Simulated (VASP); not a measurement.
The system is Hf2Ti.

```
CELL_PARAMETERS angstrom
0.00000 3.78272 3.78272
3.78272 0.00000 3.78272
3.78272 3.78272 0.00000
ATOMIC_POSITIONS crystal
Hf 0.62500 0.62500 0.62500
Hf 0.12500 0.62500 0.62500
Hf 0.62500 0.62500 0.12500
Hf 0.62500 0.12500 0.62500
Ti 0.00000 0.00000 0.00000
Ti 0.25000 0.25000 0.25000
```

- Program: VASP 6.6.1
- Task: relaxation of cell and atoms
- Functional: PBE
- Potentials or basis: VASP PAW PBE potentials, release 64 (Hf_pv, Ti_sv)
- Cutoff: 600 eV
- k mesh: 4 × 4 × 4
- Occupations: gaussian, width 0.1 eV
- Spin: no spin polarisation

At the start: pressure 24.2 GPa; volume 18.04 Å³/atom.

Problem. Where does the relaxation end?

Solution. Over 4 steps the energy falls by 245.0 meV/atom and the volume is 21.84 Å³/atom (+21.0 %); space group Fd-3m (No. 227, to 0.05 Å).

Step by step:
```tsv
step	energy change (eV)	largest force (eV/Å)	pressure (GPa)	volume (Å³)
1	0.0000	0.0000	24.17	108.25
2	-0.4298	0.0000	-11.20	156.74
3	-1.4691	0.0000	-0.42	131.53
4	-1.4700	0.0000	-0.10	131.02
```

Final structure:
```xyz
6
Lattice="0.0000 4.0312 4.0312 4.0312 0.0000 4.0312 4.0312 4.0312 0.0000" Properties=species:S:1:pos:R:3 pbc="T T T"
Hf    5.0390    5.0390    5.0390
Hf    5.0390    3.0234    3.0234
Hf    3.0234    3.0234    5.0390
Hf    3.0234    5.0390    3.0234
Ti    0.0000    0.0000    0.0000
Ti    2.0156    2.0156    2.0156
```

Caveat: the volume moved by over 15 % at a fixed basis, so the end points are rough.
